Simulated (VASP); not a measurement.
# BaZnSbF (P4/nmm) in VASP: single point with PBE

Aim: the single point of BaZnSbF with PBE.

Everything below comes from runs of VASP 6.6.1. Logs are shortened: lines on timing, memory, paths and dates and some standing lists are left out, and cuts for length are marked.

## (1) The cell of the first run

Symmetry: P4/nmm, No. 129, tetragonal system. Conventional cell: a = 4.438 Å, b = 4.438 Å, c = 9.779 Å, α = 90.00°, β = 90.00°, γ = 90.00°. Within 3.7 Å of Ba (site symmetry 4mm) lie 4 F at 2.66 Å and 4 Sb at 3.61 Å. Within 3.6 Å of Zn (site symmetry -4m2) lie 4 Sb at 2.76 Å and 4 Zn at 3.14 Å. Within 3.7 Å of Sb (site symmetry 4mm) lie 4 Zn at 2.76 Å and 4 Ba at 3.61 Å. Within 3.5 Å of F (site symmetry -4m2) lie 4 Ba at 2.66 Å and 4 F at 3.14 Å.

## (2) Single point, PBE

Contents of INCAR:

```
SYSTEM = BaZnSbF
  ALGO = Normal
  EDIFF = 1E-6
  ENCUT = 520
  GGA = PE
  ISIF = 2
  ISMEAR = -1
  LASPH = .TRUE.
  LCHARG = .FALSE.
  LREAL = .FALSE.
  LWAVE = .FALSE.
  NBANDS = 44
  NELM = 80
  PREC = Accurate
  SIGMA = 0.05
```

Contents of KPOINTS:

```
k-points
0
G
  8 8 4
  0 0 0
```

Contents of POSCAR:

```
BaZnSbF
1.0
    4.4383500000      0.0000000000      0.0000000000
    0.0000000000      4.4383500000      0.0000000000
    0.0000000000      0.0000000000      9.7789100000
Ba Zn Sb F
2 2 2 2
Direct
    0.0000000000      0.5000000000      0.3492624463
    0.5000000000      0.0000000000      0.6507375537
    0.5000000000      0.5000000000      0.0000000000
    0.0000000000      0.0000000000      0.0000000000
    0.5000000000      0.0000000000      0.1676228088
    0.0000000000      0.5000000000      0.8323771912
    0.5000000000      0.5000000000      0.5000000000
    0.0000000000      0.0000000000      0.5000000000
```

Potentials or basis: VASP PAW PBE potentials, release 64 (Ba_sv, Zn, Sb, F).

Run with:

```bash
cat potpaw_PBE.64/Ba_sv/POTCAR potpaw_PBE.64/Zn/POTCAR potpaw_PBE.64/Sb/POTCAR potpaw_PBE.64/F/POTCAR > POTCAR
mpirun -np 1 vasp_std > vasp.out
```

OUTCAR:

```text
SYSTEM = BaZnSbF
   EDIFF = 1E-6
   ENCUT = 520
   GGA = PE
   ISIF = 2
   ISMEAR = -1
   LASPH = .TRUE.
   LREAL = .FALSE.
   NELM = 80
   PREC = Accurate

 ion  position               nearest neighbor table
   1  0.000  0.500  0.349-   7 2.66   8 2.66   8 2.66   7 2.66   5 3.61   5 3.61   5 3.61   5 3.61
                             2 4.31   2 4.31   2 4.31   2 4.31
   2  0.500  0.000  0.651-   7 2.66   8 2.66   7 2.66   8 2.66   6 3.61   6 3.61   6 3.61   6 3.61
                             1 4.31   1 4.31   1 4.31   1 4.31
   3  0.500  0.500  0.000-   5 2.76   6 2.76   5 2.76   6 2.76
   4  0.000  0.000  0.000-   5 2.76   6 2.76   6 2.76   5 2.76
   5  0.500  0.000  0.168-   3 2.76   4 2.76   3 2.76   4 2.76   1 3.61   1 3.61   1 3.61   1 3.61

   6  0.000  0.500  0.832-   3 2.76   4 2.76   4 2.76   3 2.76   2 3.61   2 3.61   2 3.61   2 3.61

   7  0.500  0.500  0.500-   1 2.66   2 2.66   2 2.66   1 2.66
   8  0.000  0.000  0.500-   1 2.66   2 2.66   1 2.66   2 2.66

  LATTYP: Found a simple tetragonal cell.
 ALAT       =     4.4383500000
 C/A-ratio  =     2.2032759922

  Lattice vectors:

 A1 = (   4.4383500000,   0.0000000000,   0.0000000000)
 A2 = (   0.0000000000,   4.4383500000,   0.0000000000)
 A3 = (   0.0000000000,   0.0000000000,   9.7789100000)

Analysis of symmetry for initial positions (statically):
=====================================================================
 Subroutine PRICEL returns:
 Original cell was already a primitive cell.

 Routine SETGRP: Setting up the symmetry group for a
 simple tetragonal supercell.

 Subroutine GETGRP returns: Found 16 space group operations
 (whereof  8 operations were pure point group operations)
 out of a pool of 16 trial point group operations.

The static configuration has the point symmetry D_2d.
 The point group associated with its full space group is D_4h.

Analysis of symmetry for dynamics (positions and initial velocities):
=====================================================================
 Subroutine PRICEL returns:
 Original cell was already a primitive cell.

 Routine SETGRP: Setting up the symmetry group for a
 simple tetragonal supercell.

 Subroutine GETGRP returns: Found 16 space group operations
 (whereof  8 operations were pure point group operations)
 out of a pool of 16 trial point group operations.

The dynamic configuration has the point symmetry D_2d.
 The point group associated with its full space group is D_4h.

 Subroutine INISYM returns: Found 16 space group operations
 (whereof  8 operations are pure point group operations),
 and found     1 'primitive' translations

----------------------------------------------------------------------------------------

                                     Primitive cell

  volume of cell :     192.6343

  direct lattice vectors                    reciprocal lattice vectors
     4.438350000  0.000000000  0.000000000     0.225308955  0.000000000  0.000000000
     0.000000000  4.438350000  0.000000000     0.000000000  0.225308955  0.000000000
     0.000000000  0.000000000  9.778910000     0.000000000  0.000000000  0.102260886

  length of vectors
     4.438350000  4.438350000  9.778910000     0.225308955  0.225308955  0.102260886

  position of ions in fractional coordinates (direct lattice)
     0.000000000  0.500000000  0.349262446
     0.500000000  0.000000000  0.650737554
     0.500000000  0.500000000  0.000000000
     0.000000000  0.000000000  0.000000000
     0.500000000  0.000000000  0.167622809
     0.000000000  0.500000000  0.832377191
     0.500000000  0.500000000  0.500000000
     0.000000000  0.000000000  0.500000000

  ion indices of the primitive-cell ions
   primitive index   ion index
                 1           1
                 2           2
                 3           3
                 4           4
                 5           5
                 6           6
                 7           7
                 8           8

----------------------------------------------------------------------------------------

 KPOINTS: k-points

Automatic generation of k-mesh.
 Grid dimensions read from file:
 generate k-points for:    8    8    4

 Generating k-lattice:

  Cartesian coordinates                     Fractional coordinates (reciprocal lattice)
     0.028163619  0.000000000  0.000000000     0.125000000  0.000000000  0.000000000
     0.000000000  0.028163619  0.000000000     0.000000000  0.125000000  0.000000000
     0.000000000  0.000000000  0.025565221     0.000000000  0.000000000  0.250000000

  Length of vectors
     0.028163619  0.028163619  0.025565221

  Shift w.r.t. Gamma in fractional coordinates (k-lattice)
     0.000000000  0.000000000  0.000000000

 Subroutine IBZKPT returns following result:
 ===========================================

 Found     45 irreducible k-points:

 Following reciprocal coordinates:
            Coordinates               Weight
  0.000000  0.000000  0.000000      1.000000
  0.125000  0.000000  0.000000      4.000000
  0.250000  0.000000  0.000000      4.000000
  0.375000  0.000000  0.000000      4.000000
  0.500000  0.000000  0.000000      2.000000
  0.125000  0.125000  0.000000      4.000000
[... 16 lines left out ...]
  0.375000  0.125000  0.250000     16.000000
  0.500000  0.125000  0.250000      8.000000
 [... further k-points ...]
   k-points           NKPTS =     45   k-points in BZ     NKDIM =     45   number of bands    NBANDS=     44
   number of dos      NEDOS =    301   number of ions     NIONS =      8
   total plane-waves  NPLWV = 103680
   dimension x,y,z NGX =    36 NGY =   36 NGZ =   80
   dimension x,y,z NGXF=    72 NGYF=   72 NGZF=  160
   ions per type =               2   2   2   2
   NGX,Y,Z   is equivalent  to a cutoff of  13.48, 13.48, 13.60 a.u.
   NGXF,Y,Z  is equivalent  to a cutoff of  26.97, 26.97, 27.20 a.u.
 SYSTEM =  BaZnSbF
   PREC   = accura    normal or accurate (medium, high low for compatibility)
   ISTART =      0    job   : 0-new  1-cont  2-samecut
   ICHARG =      2    charge: 1-file 2-atom 10-const
   ISPIN  =      1    spin polarized calculation?
   LNONCOLLINEAR =      F non collinear calculations
   LSORBIT =      F    spin-orbit coupling
   LASPH  =      T    aspherical Exc in radial PAW
   ENCUT  =  520.0 eV  38.22 Ry    6.18 a.u.   8.25  8.25 18.18*2*pi/ulx,y,z
   NELM   =     80;   NELMIN=  2; NELMDL= -5     # of ELM steps
   EDIFF  = 0.1E-05   stopping-criterion for ELM
   LREAL  =      F    real-space projection
   EDIFFG = 0.1E-04   stopping-criterion for IOM
   NSW    =      0    number of steps for IOM
   IBRION =     -1    ionic relax: 0-MD 1-quasi-New 2-CG
   NFREE  =      0    steps in history (QN), initial steepest desc. (CG)
   ISIF   =      2    stress and relaxation
   ISYM   =      2    0-nonsym 1-usesym 2-fastsym
   POTIM  = 0.5000    time-step for ionic-motion
   TEBEG  =    0.0;   TEEND  =   0.0 temperature during run
   PSTRESS=    0.0 pullay stress
   NELECT =      68.0000    total number of electrons
   NUPDOWN=      -1.0000    fix difference up-down
   EMIN   =  10.00;   EMAX   =-10.00  energy-range for DOS
   EFERMI =   0.00;   METHOD = LEGACY
   ISMEAR =    -1;   SIGMA  =   0.05  broadening in eV -4-tet -1-fermi 0-gaus
   EFERMI_NEDOS =   21; number of points for ismear=-14 and -15
   IALGO  =     38    algorithm
   IMIX   =      4    mixing-type and parameters
     AMIX     =   0.40;   BMIX     =  1.00
     AMIX_MAG =   1.60;   BMIX_MAG =  1.00
  volume/ion in A,a.u.               =      24.08       162.50
  Fermi-wavevector in a.u.,A,eV,Ry     =   1.157000  2.186413 18.213419  1.338649
  Thomas-Fermi vector in A             =   2.293615
   LORBIT       =      0    0 simple, 1 ext, 2 COOP (PROOUT), +10 PAW based schemes
   GGA     = PE    functional components
   LHFCALC =     F    Hartree Fock is set to
   AEXX    =    0.0000 exact exchange contribution
   IVDW    =     0    specifies the selected vdW correction
   LEPSILON=     F    determine dielectric tensor
   LRPA    =     F    only Hartree local field effects (RPA)
 non-spin polarized calculation
  energy-cutoff  :      520.00
  volume of cell :      192.63
 maximum number of plane-waves:      5232
 NGX is ok and might be reduce to    36
   NGX = 17   NGY = 17   NGZ = 37

 number of electron      67.9999971 magnetization

 Free energy of the ion-electron system (eV)
  ---------------------------------------------------
  ext. energy  EPLUGINS =         0.00000000
  ---------------------------------------------------
  free energy    TOTEN  =       -32.18395015 eV

  energy without entropy =      -32.17856417  energy(sigma->0) =      -32.18125716

 E-fermi :   4.0981     XC(G=0):  -9.4614

 val. band max:        4.0579666916   @ k =   0.0000   0.0000   0.0000
 cond. band min:       4.2495176075   @ k =   0.1250   0.0000   0.0000
 fundamental gap:      0.1915509158
 Fermi energy:         4.0980528997

 k-point     1 :       0.0000    0.0000    0.0000
  band No.  band energies     occupation
      1     -24.0126      2.00000
      2     -23.8505      2.00000
      3     -19.9261      2.00000
      4     -19.8939      2.00000
      5      -9.2080      2.00000
      6      -9.2080      2.00000
[... 36 lines left out ...]
     43       8.2983      0.00000
     44       8.7073      0.00000

 k-point     2 :       0.1250    0.0000    0.0000
  band No.  band energies     occupation
      1     -24.0002      2.00000
      2     -23.8500      2.00000
      3     -19.9346      2.00000
      4     -19.9058      2.00000
      5      -9.2677      2.00000
      6      -9.1936      2.00000
[... 36 lines left out ...]
     43       8.2266      0.00000
     44       8.4969      0.00000

 k-point     3 :       0.2500    0.0000    0.0000
  band No.  band energies     occupation
      1     -23.9674      2.00000
      2     -23.8515      2.00000
      3     -19.9549      2.00000
      4     -19.9344      2.00000
      5      -9.3224      2.00000
      6      -9.1966      2.00000
[... 976 lines left out ...]
     43       8.5110      0.00000
     44       8.8299      0.00000

 k-point    24 :       0.5000    0.1250    0.2500
  band No.  band energies     occupation
      1     -23.8803      2.00000
      2     -23.8803      2.00000
      3     -19.9898      2.00000
      4     -19.9898      2.00000
      5      -9.2587      2.00000
      6      -9.2587      2.00000
[... 36 lines left out ...]
     43       8.7838      0.00000
     44       8.7857      0.00000

 [... further k-points ...]

------------------------ aborting loop because EDIFF is reached ----------------------------------------

  FORCE on cell =-STRESS in cart. coord.  units (eV):
  Direction    XX          YY          ZZ          XY          YZ          ZX
  --------------------------------------------------------------------------------------
  -------------------------------------------------------------------------------------
  Total        2.2839020      2.2839020      1.9724759      0.0000000      0.0000000      0.0000000
  in kB       18.9956652     18.9956652     16.4054728      0.0000000      0.0000000      0.0000000
  external PRESSURE =      18.1322678 kB  Pullay stress =       0.0000000 kB

 VOLUME and BASIS-vectors are now :
 -----------------------------------------------------------------------------
  energy-cutoff  :      520.00
  volume of cell :      192.63
      direct lattice vectors                 reciprocal lattice vectors
     4.438350000  0.000000000  0.000000000     0.225308955  0.000000000  0.000000000
     0.000000000  4.438350000  0.000000000     0.000000000  0.225308955  0.000000000
     0.000000000  0.000000000  9.778910000     0.000000000  0.000000000  0.102260886

 POSITION                                       TOTAL-FORCE (eV/Angst)
 -----------------------------------------------------------------------------------
      0.00000      2.21917      3.41541         0.000000     -0.000000     -0.108912
      2.21917      0.00000      6.36350         0.000000      0.000000      0.108912
      2.21917      2.21917      0.00000        -0.000000     -0.000000      0.000000
      0.00000      0.00000      0.00000         0.000000      0.000000      0.000000
      2.21917      0.00000      1.63917        -0.000000      0.000000     -0.002753
      0.00000      2.21917      8.13974         0.000000     -0.000000      0.002753
      2.21917      2.21917      4.88945         0.000000     -0.000000      0.000000
      0.00000      0.00000      4.88945         0.000000     -0.000000      0.000000
 -----------------------------------------------------------------------------------
    total drift:                                0.000000      0.000000      0.000000

  FREE ENERGIE OF THE ION-ELECTRON SYSTEM (eV)
  ---------------------------------------------------
  free  energy   TOTEN  =       -32.1839501459 eV

  energy  without entropy=      -32.1785641707  energy(sigma->0) =      -32.18125716
```

Run time: 4.9 min. Hardware: 1 thread of Intel Xeon Platinum 8488C (Sapphire Rapids), shared host; peak memory 0.56 GiB.

What came out:

```
Free energy            : -32.1840 eV
Pressure               : 1.8 GPa
Largest force          : 0.109 eV/Å
Band gap on the k mesh : zero (bands 34 and 35 overlap by 0.01 eV)
```

Forces on the atoms (eV/Å):
```
Ba   0.000  0.000 -0.109
Ba   0.000  0.000  0.109
Zn   0.000  0.000  0.000
Zn   0.000  0.000  0.000
Sb   0.000  0.000 -0.003
Sb   0.000  0.000  0.003
F    0.000  0.000  0.000
F    0.000  0.000  0.000
```

Levels at points of the mesh, in eV from the Fermi level:
```tsv
k point	band 30	band 31	band 32	band 33	band 34	band 35	band 36	band 37	band 38	band 39
(0.00, 0.00, 0.00)	-2.03	-2.03	-0.87	-0.50	-0.04	-0.04	1.28	1.97	2.00	2.67
(0.50, 0.00, 0.00)	-4.61	-1.44	-1.44	-0.86	-0.86	1.46	1.46	2.27	2.27	3.03
(0.50, 0.50, 0.00)	-4.83	-2.63	-2.63	-2.53	-2.53	1.71	1.71	1.82	1.82	5.02
(0.00, 0.00, 0.50)	-2.03	-2.03	-1.20	-0.45	-0.05	-0.05	1.40	1.46	2.64	3.10
(0.50, 0.00, 0.50)	-4.61	-1.35	-1.35	-0.85	-0.85	1.50	1.50	2.31	2.31	3.04
(0.50, 0.50, 0.50)	-4.81	-2.64	-2.64	-2.52	-2.52	1.86	1.86	2.09	2.09	3.87
```

Caveat: spin-orbit coupling is left out, which moves the levels of the heavy elements.
